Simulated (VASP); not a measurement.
Set up this calculation in VASP 6.6.1, as the native input.

* Task: single point
* Functional: PBE
* Potentials or basis: VASP PAW PBE potentials, release 64 (Al, Co)
* Cutoff: 520 eV
* k mesh: 4 × 4 × 5
* Occupations: gaussian, width 0.2 eV
* Spin: collinear spin, ferromagnetic start
* Starting moments: [0.0, 0.0, 0.0, 0.0, 3.0] μB
* Dipole correction: no
* Further INCAR settings: ALGO = Fast; EDIFF = 1e-06; NBANDS = 22

The structure of Al4Co lies in POSCAR:

```
Al4Co
1.0
    6.0308162498      0.0000000000      0.0000000000
    0.0000000000      6.0308162498      0.0000000000
    0.0000000000      0.0000000000      2.7511749663
Al Co
4 1
Direct
    0.2992523858      0.0000000000      0.3045486778
    0.7007476142      0.0000000000      0.3045486778
    0.0000000000      0.2992523858      0.3045486778
    0.0000000000      0.7007476142      0.3045486778
    0.5000000000      0.5000000000      1.2942184587
```

The cell was built from a structure type or drawn by symmetry, and may not be a known phase.

One way to write it, as run:

INCAR

```
  PREC = Accurate
  ENCUT = 520
  EDIFF = 1E-6
  ISMEAR = 0
  SIGMA = 0.2
  LREAL = False
  LASPH = True
  NELM = 150
  ALGO = Fast
  ISIF = 2
  LWAVE = False
  LCHARG = False
  ISPIN = 2
  MAGMOM = 0 0 0 0 3
  LORBIT = 11
  LMAXMIX = 4
  GGA = PE
  NBANDS = 22
```

KPOINTS

```
regular mesh
0
Gamma
  4 4 5
```

Potentials or basis: VASP PAW PBE potentials, release 64 (Al, Co).

Run with:

```console
$ cat potpaw_PBE.64/Al/POTCAR potpaw_PBE.64/Co/POTCAR > POTCAR
$ mpirun -np 1 vasp_std > vasp.out
```

It gave:

| Item | Value |
| --- | --- |
| Pressure | 0.0 GPa |
| Largest force | 0.044 eV/Å |
| Net moment | 2.04 μB per cell |
| Site moments | Al +0.01; Co +1.98 μB |
| Valence electrons inside the program's atomic spheres | Al 0.82; Co 7.67 |

Caveat: the k points lie up to 0.46 Å⁻¹ apart.

Run time: 80 s on 1 thread of AMD EPYC 7R13 Processor (Zen 3), on a shared host, peak memory 0.24 GiB.
